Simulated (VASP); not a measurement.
A run of VASP 6.6.1 is set up as follows.

The input INCAR:

```
SYSTEM = P
ALGO     = Normal         ! electronic algorithm
EDIFF    = 1E-7           ! SCF threshold, eV
ENCUT    = 520            ! plane-wave cutoff, eV
GGA      = PS             ! functional
ISIF     = 2              ! what is computed and relaxed
ISMEAR   = 0              ! smearing method
LASPH    = .True.         ! aspherical terms in the spheres
LCHARG   = .True.         ! write CHGCAR
LELF     = .True.         ! ELF
LREAL    = .False.        ! projectors in reciprocal space
LVHAR    = .True.       
LWAVE    = .False.        ! write WAVECAR
NBANDS   = 8              ! bands
NELM     = 100            ! most SCF steps
PREC     = Accurate       ! precision mode
SIGMA    = 0.15           ! smearing width, eV
```

Contents of KPOINTS:

```
k-points
0
Gamma
  12 12 12
  0 0 0
```

File POSCAR:

```
P
1.0
    4.3314450751      0.0000000000      0.0000000000
    0.0000000000      4.3314450751      0.0000000000
    0.0000000000      0.0000000000      4.2604608539
P
1
Direct
    0.0000000000      0.0000000000      0.0000000000
```

Potentials or basis: VASP PAW PBE potentials, release 64 (P).

Launch:

```console
$ cat potpaw_PBE.64/P/POTCAR > POTCAR
$ mpirun -np 1 vasp_std > vasp.out
```

(1) Predict the pressure.

## Answers

(1) -3.9 GPa.

Caveat: the PAW data sets were made with another functional, which shifts forces and pressure a little.
